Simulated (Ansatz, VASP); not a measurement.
**Two plane-wave programs on LiCl**

```xyz
2
Lattice="0.0000 2.6289 2.4365 2.6289 0.0000 2.4365 2.6289 2.6289 0.0000" Properties=species:S:1:pos:R:3 pbc="T T T"
Li    0.0000    0.0000    0.0000
Cl    2.6289    2.6289    2.4365
```

Change from the starting cell: strain +0.025 along x and y, -0.050 along z, atoms carried along.

Alike in both runs: task single point; functional PBEsol; k mesh 8 × 8 × 8; occupations gaussian, width 0.05 eV; no spin polarisation.

|  | VASP | Ansatz |
| --- | --- | --- |
| version | VASP 6.6.1 | Ansatz 0.2.0 |
| potentials or method | VASP PAW PBE potentials, release 64 (Li_sv, Cl), cutoff 520 eV | scalar-relativistic, plane waves, PAW |
| valence electrons in the cell | 10 | 10 |

```csv
,VASP,Ansatz,Ansatz less VASP
gap on the k mesh at the Fermi level (eV),6.07,6.06,-0.010
least direct gap on the mesh (eV),6.07,6.06,-0.010
```

VASP's potentials were made for PBE, not for PBEsol. The functional is the same, so the differences come from potentials, cutoffs and numerics.

Noted on VASP's run: the cutoff is short for stress, so the pressure is rough.
